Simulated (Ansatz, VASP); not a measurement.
## One calculation of LiH, two programs

The input INCAR:

```
ALGO = Normal
EDIFF = 1E-6
ENCUT = 520
GGA = PE
ISIF = 2
ISMEAR = -1
LASPH = T
LCHARG = T
LELF = T
LREAL = F
LVHAR = T
LWAVE = F
NBANDS = 9
NELM = 100
PREC = Accurate
SIGMA = 0.05
```

The input KPOINTS:

```
k-points
0
Gamma
  11 11 11
```

Contents of POSCAR:

```
LiH
1.0
    0.0000000000      2.0766964161      2.0766964161
    2.0766964161      0.0000000000      2.0766964161
    2.0766964161      2.0766964161      0.0000000000
Li H
1 1
Direct
    0.0000000000      0.0000000000      0.0000000000
    0.5000000000      0.5000000000      0.5000000000
```

Contents of input.yaml:

```yaml
crystal:
  lattice:
    - [0.0, 2.0766964161, 2.0766964161]
    - [2.0766964161, 0.0, 2.0766964161]
    - [2.0766964161, 2.0766964161, 0.0]
  atoms:
    - { symbol: Li, position: [0.0, 0.0, 0.0] }
    - { symbol: H, position: [0.5, 0.5, 0.5] }
hamiltonian:
  xc: pbe
  pseudopotentials: { kind: paw, azcp: { folder: soft_1 } }
kpoints:
  mp_grid: { grid: [11, 11, 11] }
scf:
  occupations: { method: fermi_dirac, width: 0.05 }
output:
  forces: true
  stress: true
  eigenvalues: true
```

Alike in both runs: task single point; functional PBE; k mesh 11 × 11 × 11; occupations fermi-dirac, width 0.05 eV; no spin polarisation.

```csv
,VASP,Ansatz
version,VASP 6.6.1,Ansatz 0.2.0
potentials or method,"VASP PAW PBE potentials, release 64 (Li_sv, H)",Ansatz PAW soft_1
plane-wave cutoff (eV),520,420
valence electrons in the cell,4,4
```

```tsv
	VASP	Ansatz	Ansatz less VASP
gap on the k mesh at the Fermi level (eV)	3.22	3.23	+0.006
least direct gap on the mesh (eV)	3.22	3.23	+0.006
```

Noted on VASP's run: the cutoff is short for stress, so the pressure is rough. Noted on Ansatz's run: odd divisions of the mesh miss points on the zone boundary, where band edges often lie, so the gap on the mesh can be too wide.
